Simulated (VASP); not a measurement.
# Nb (Fm-3m) in VASP: a series of runs

Runs on Nb. Level: PBE. Tasks: single point, relaxation of cell and atoms.

All numbers are computed with VASP 6.6.1; they aren't measurements. Logs are shortened: lines on timing, memory, paths and dates and some standing lists are left out, and cuts for length are marked.

### Step 1. The cell of the first run

The structure is cubic, space group Fm-3m (No. 225). Conventional cell: a = 4.330 Å, b = 4.330 Å, c = 4.330 Å, α = 90.00°, β = 90.00°, γ = 90.00°. Nb (site symmetry m-3m) has 12 Nb at 3.06 Å within 4.0 Å.

### Step 2. Single point, PBE (volume scaled by 1.08)

Input file INCAR:

```
  PREC = Accurate
  ENCUT = 520
  EDIFF = 1E-6
  ISMEAR = -1
  SIGMA = 0.1
  LREAL = False
  LASPH = True
  NELM = 100
  ALGO = Normal
  ISIF = 2
  LWAVE = False
  LCHARG = False
  GGA = PE
  NBANDS = 12
```

Input file KPOINTS:

```
regular mesh
0
Gamma
  14 14 14
```

Input file POSCAR:

```
Nb
1.0
    0.0000000000      2.1651723822      2.1651723822
    2.1651723822      0.0000000000      2.1651723822
    2.1651723822      2.1651723822      0.0000000000
Nb
1
Direct
    0.0000000000      0.0000000000      0.0000000000
```

Potentials or basis: VASP PAW PBE potentials, release 64 (Nb_sv).

Started as:

```
$ cat potpaw_PBE.64/Nb_sv/POTCAR > POTCAR
$ mpirun -np 1 vasp_std > vasp.out
```

OUTCAR:

```text
PREC = Accurate
   ENCUT = 520
   EDIFF = 1E-6
   ISMEAR = -1
   LREAL = False
   LASPH = True
   NELM = 100
   ISIF = 2
   GGA = PE

 ion  position               nearest neighbor table
   1  0.000  0.000  0.000-

  LATTYP: Found a face centered cubic cell.
 ALAT       =     4.3303447644

  Lattice vectors:

 A1 = (   0.0000000000,   2.1651723822,   2.1651723822)
 A2 = (   2.1651723822,   0.0000000000,   2.1651723822)
 A3 = (   2.1651723822,   2.1651723822,   0.0000000000)

Analysis of symmetry for initial positions (statically):
=====================================================================
 Subroutine PRICEL returns:
 Original cell was already a primitive cell.

 Routine SETGRP: Setting up the symmetry group for a
 face centered cubic supercell.

 Subroutine GETGRP returns: Found 48 space group operations
 (whereof 48 operations were pure point group operations)
 out of a pool of 48 trial point group operations.

The static configuration has the point symmetry O_h .

Analysis of symmetry for dynamics (positions and initial velocities):
=====================================================================
 Subroutine PRICEL returns:
 Original cell was already a primitive cell.

 Routine SETGRP: Setting up the symmetry group for a
 face centered cubic supercell.

 Subroutine GETGRP returns: Found 48 space group operations
 (whereof 48 operations were pure point group operations)
 out of a pool of 48 trial point group operations.

The dynamic configuration has the point symmetry O_h .

 Subroutine INISYM returns: Found 48 space group operations
 (whereof 48 operations are pure point group operations),
 and found     1 'primitive' translations

----------------------------------------------------------------------------------------

                                     Primitive cell

  volume of cell :      20.3005

  direct lattice vectors                    reciprocal lattice vectors
     0.000000000  2.165172382  2.165172382    -0.230928495  0.230928495  0.230928495
     2.165172382  0.000000000  2.165172382     0.230928495 -0.230928495  0.230928495
     2.165172382  2.165172382  0.000000000     0.230928495  0.230928495 -0.230928495

  length of vectors
     3.062016148  3.062016148  3.062016148     0.399979887  0.399979887  0.399979887

  position of ions in fractional coordinates (direct lattice)
     0.000000000  0.000000000  0.000000000

  ion indices of the primitive-cell ions
   primitive index   ion index
                 1           1

----------------------------------------------------------------------------------------

 KPOINTS: regular mesh

Automatic generation of k-mesh.
 Grid dimensions read from file:
 generate k-points for:   14   14   14

 Generating k-lattice:

  Cartesian coordinates                     Fractional coordinates (reciprocal lattice)
    -0.016494893  0.016494893  0.016494893     0.071428571  0.000000000  0.000000000
     0.016494893 -0.016494893  0.016494893     0.000000000  0.071428571  0.000000000
     0.016494893  0.016494893 -0.016494893     0.000000000  0.000000000  0.071428571

  Length of vectors
     0.028569992  0.028569992  0.028569992

  Shift w.r.t. Gamma in fractional coordinates (k-lattice)
     0.000000000  0.000000000  0.000000000

 Subroutine IBZKPT returns following result:
 ===========================================

 Found    104 irreducible k-points:

 Following reciprocal coordinates:
            Coordinates               Weight
  0.000000  0.000000  0.000000      1.000000
  0.071429  0.000000  0.000000      8.000000
  0.142857  0.000000  0.000000      8.000000
  0.214286  0.000000  0.000000      8.000000
  0.285714  0.000000  0.000000      8.000000
  0.357143  0.000000  0.000000      8.000000
[... 16 lines left out ...]
  0.214286  0.142857  0.000000     24.000000
  0.285714  0.142857  0.000000     24.000000
 [... further k-points ...]
   k-points           NKPTS =    104   k-points in BZ     NKDIM =    104   number of bands    NBANDS=     12
   number of dos      NEDOS =    301   number of ions     NIONS =      1
   total plane-waves  NPLWV =  13824
   dimension x,y,z NGX =    24 NGY =   24 NGZ =   24
   dimension x,y,z NGXF=    48 NGYF=   48 NGZF=   48
   ions per type =               1
   NGX,Y,Z   is equivalent  to a cutoff of  13.03, 13.03, 13.03 a.u.
   NGXF,Y,Z  is equivalent  to a cutoff of  26.06, 26.06, 26.06 a.u.
 SYSTEM =  unknown system
   PREC   = accura    normal or accurate (medium, high low for compatibility)
   ISTART =      0    job   : 0-new  1-cont  2-samecut
   ICHARG =      2    charge: 1-file 2-atom 10-const
   ISPIN  =      1    spin polarized calculation?
   LNONCOLLINEAR =      F non collinear calculations
   LSORBIT =      F    spin-orbit coupling
   LASPH  =      T    aspherical Exc in radial PAW
   ENCUT  =  520.0 eV  38.22 Ry    6.18 a.u.   5.69  5.69  5.69*2*pi/ulx,y,z
   NELM   =    100;   NELMIN=  2; NELMDL= -5     # of ELM steps
   EDIFF  = 0.1E-05   stopping-criterion for ELM
   LREAL  =      F    real-space projection
   EDIFFG = 0.1E-04   stopping-criterion for IOM
   NSW    =      0    number of steps for IOM
   IBRION =     -1    ionic relax: 0-MD 1-quasi-New 2-CG
   NFREE  =      0    steps in history (QN), initial steepest desc. (CG)
   ISIF   =      2    stress and relaxation
   ISYM   =      2    0-nonsym 1-usesym 2-fastsym
   POTIM  = 0.5000    time-step for ionic-motion
   TEBEG  =    0.0;   TEEND  =   0.0 temperature during run
   PSTRESS=    0.0 pullay stress
   NELECT =      13.0000    total number of electrons
   NUPDOWN=      -1.0000    fix difference up-down
   EMIN   =  10.00;   EMAX   =-10.00  energy-range for DOS
   EFERMI =   0.00;   METHOD = LEGACY
   ISMEAR =    -1;   SIGMA  =   0.10  broadening in eV -4-tet -1-fermi 0-gaus
   EFERMI_NEDOS =   21; number of points for ismear=-14 and -15
   IALGO  =     38    algorithm
   IMIX   =      4    mixing-type and parameters
     AMIX     =   0.40;   BMIX     =  1.00
     AMIX_MAG =   1.60;   BMIX_MAG =  1.00
  volume/ion in A,a.u.               =      20.30       136.99
  Fermi-wavevector in a.u.,A,eV,Ry     =   1.411086  2.666566 27.091425  1.991164
  Thomas-Fermi vector in A             =   2.532973
   LORBIT       =      0    0 simple, 1 ext, 2 COOP (PROOUT), +10 PAW based schemes
   GGA     = PE    functional components
   LHFCALC =     F    Hartree Fock is set to
   AEXX    =    0.0000 exact exchange contribution
   IVDW    =     0    specifies the selected vdW correction
   LEPSILON=     F    determine dielectric tensor
   LRPA    =     F    only Hartree local field effects (RPA)
 non-spin polarized calculation
  energy-cutoff  :      520.00
  volume of cell :       20.30
 maximum number of plane-waves:       568
   NGX = 11   NGY = 11   NGZ = 11

 number of electron      12.9999999 magnetization

 Free energy of the ion-electron system (eV)
  ---------------------------------------------------
  ext. energy  EPLUGINS =         0.00000000
  ---------------------------------------------------
  free energy    TOTEN  =        -9.86131712 eV

  energy without entropy =       -9.80750315  energy(sigma->0) =       -9.83441014

 E-fermi :   9.9200     XC(G=0): -11.8976

 val. band max:        9.9167856042   @ k =   0.3571   0.2143   0.0000
 cond. band min:       9.9210756983   @ k =  -0.4286   0.2857   0.0000
 fundamental gap:      0.0042900941
 Fermi energy:         9.9200180312

 k-point     1 :       0.0000    0.0000    0.0000
  band No.  band energies     occupation
      1     -44.9862      2.00000
      2     -20.5003      2.00000
      3     -20.5003      2.00000
      4     -20.5003      2.00000
      5       3.8920      2.00000
      6      10.0550      0.41186
      7      10.0550      0.41185
      8      10.0550      0.41185
      9      12.3767      0.00000
     10      12.3767      0.00000
     11      21.6272      0.00000
     12      26.0689      0.00000

 k-point     2 :       0.0714    0.0000    0.0000
  band No.  band energies     occupation
      1     -44.9794      2.00000
      2     -20.5483      2.00000
      3     -20.5064      2.00000
      4     -20.5064      2.00000
      5       4.0658      2.00000
      6       9.9244      0.97823
      7      10.1335      0.21145
      8      10.1335      0.21144
      9      12.3115      0.00000
     10      12.3115      0.00000
     11      21.9679      0.00000
     12      25.3062      0.00000

 k-point     3 :       0.1429    0.0000    0.0000
  band No.  band energies     occupation
      1     -44.9603      2.00000
      2     -20.6813      2.00000
      3     -20.5234      2.00000
      4     -20.5234      2.00000
      5       4.5551      2.00000
      6       9.6161      1.90861
      7      10.3149      0.03782
      8      10.3149      0.03782
      9      12.1994      0.00000
     10      12.1994      0.00000
     11      22.7974      0.00000
     12      24.0228      0.00000
[... 286 lines left out ...]
 k-point    23 :       0.2143    0.1429    0.0000
  band No.  band energies     occupation
      1     -44.9311      2.00000
      2     -20.7980      2.00000
      3     -20.5945      2.00000
      4     -20.5871      2.00000
      5       5.3041      2.00000
      6       8.9379      1.99989
      7      10.6505      0.00134
      8      10.8439      0.00019
      9      11.3742      0.00000
     10      12.8130      0.00000
     11      24.1010      0.00000
     12      24.3562      0.00000

 k-point    24 :       0.2857    0.1429    0.0000
  band No.  band energies     occupation
      1     -44.9041      2.00000
      2     -20.9650      2.00000
      3     -20.6251      2.00000
      4     -20.6158      2.00000
      5       5.9784      2.00000
      6       8.7115      1.99999
      7      10.2354      0.08186
      8      10.9363      0.00008
      9      12.0000      0.00000
     10      13.1349      0.00000
     11      23.0092      0.00000
     12      24.9844      0.00000

 [... further k-points ...]
[... 5 lines left out ...]
  --------------------------------------------------------------------------------------
  -------------------------------------------------------------------------------------
  Total       -1.4290258     -1.4290258     -1.4290258      0.0000000      0.0000000     -0.0000000
  in kB     -112.7828893   -112.7828893   -112.7828893      0.0000000      0.0000000     -0.0000000
  external PRESSURE =    -112.7828893 kB  Pullay stress =       0.0000000 kB

 VOLUME and BASIS-vectors are now :
 -----------------------------------------------------------------------------
  energy-cutoff  :      520.00
  volume of cell :       20.30
      direct lattice vectors                 reciprocal lattice vectors
     0.000000000  2.165172382  2.165172382    -0.230928495  0.230928495  0.230928495
     2.165172382  0.000000000  2.165172382     0.230928495 -0.230928495  0.230928495
     2.165172382  2.165172382  0.000000000     0.230928495  0.230928495 -0.230928495

 POSITION                                       TOTAL-FORCE (eV/Angst)
 -----------------------------------------------------------------------------------
      0.00000      0.00000      0.00000         0.000000      0.000000      0.000000
 -----------------------------------------------------------------------------------
    total drift:                                0.000000      0.000000      0.000000

  FREE ENERGIE OF THE ION-ELECTRON SYSTEM (eV)
  ---------------------------------------------------
  free  energy   TOTEN  =        -9.8613171249 eV

  energy  without entropy=       -9.8075031494  energy(sigma->0) =       -9.83441014
```

It took 10 s on 1 thread of Intel Xeon Platinum 8488C (Sapphire Rapids), shared host; peak memory 0.15 GiB.

What came out:

```
Free energy : -9.8613 eV
Pressure    : -11.3 GPa
```

(Part 1 of 2 ends here.)
